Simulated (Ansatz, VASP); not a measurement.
# Nb3N4: VASP beside Ansatz

```
Nb N
1.0
     4.30290    0.00000    0.00000
     0.00000    4.30290    0.00000
     0.00000    0.00000    4.30290
Nb N
3 4
Cartesian
  2.1515 2.1515 0.0000
  0.0000 2.1515 2.1515
  2.1515 0.0000 2.1515
  2.1515 2.1515 2.1515
  2.1515 0.0000 0.0000
  0.0000 2.1515 0.0000
  0.0000 0.0000 2.1515
```

Alike in both runs: task relaxation of cell and atoms; functional PBE; k mesh 8 × 8 × 8; occupations gaussian, width 0.1 eV; no spin polarisation.

|  | VASP | Ansatz |
| --- | --- | --- |
| version | VASP 6.6.1 | Ansatz 0.2.0 |
| potentials or method | VASP PAW PBE potentials, release 64 (Nb_sv, N), cutoff 600 eV | scalar-relativistic, plane waves, PAW |
| valence electrons in the cell | 59 | 59 |

Ansatz gave:

```
gap on the k mesh at the Fermi level, each at its own relaxed structure (eV) : none
relaxed volume (Å³/atom)                                                     : 11.37
relaxed cell length with the largest relative difference (Å)                 : 4.302
```

**Question.** Which values does VASP return?

**Answer.** gap on the k mesh at the Fermi level, each at its own relaxed structure (eV): none; relaxed volume (Å³/atom): 11.35; relaxed cell length with the largest relative difference (Å): 4.299.

A gap of «none» marks a metal or a gap that the smearing closes.
